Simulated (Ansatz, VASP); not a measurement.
# Two plane-wave programs on Ge

```xyz
2
Lattice="0.0000 2.8844 2.8844 2.8844 0.0000 2.8844 2.8844 2.8844 0.0000" Properties=species:S:1:pos:R:3 pbc="T T T"
Ge    4.3266    4.3266    4.3266
Ge    2.8844    2.8844    2.8844
```

Alike in both runs: task single point; functional revPBE; dispersion D4; k mesh 8 × 8 × 8; occupations fermi-dirac, width 0.05 eV; no spin polarisation.

|  | VASP | Ansatz |
| --- | --- | --- |
| version | VASP 6.6.1 | Ansatz 0.2.0 |
| potentials or method | VASP PAW PBE potentials, release 64 (Ge_d) | Ansatz PAW |
| plane-wave cutoff (eV) | 520 | 420 |
| valence electrons in the cell | 28 | 28 |

```csv
,VASP,Ansatz,Ansatz less VASP
gap on the k mesh at the Fermi level (eV),none,none,-
pressure (GPa),-2.7,-2.6,+0.13
```

VASP's potentials were made for PBE, not for revPBE. A gap of «none» marks a metal or a gap that the smearing closes.
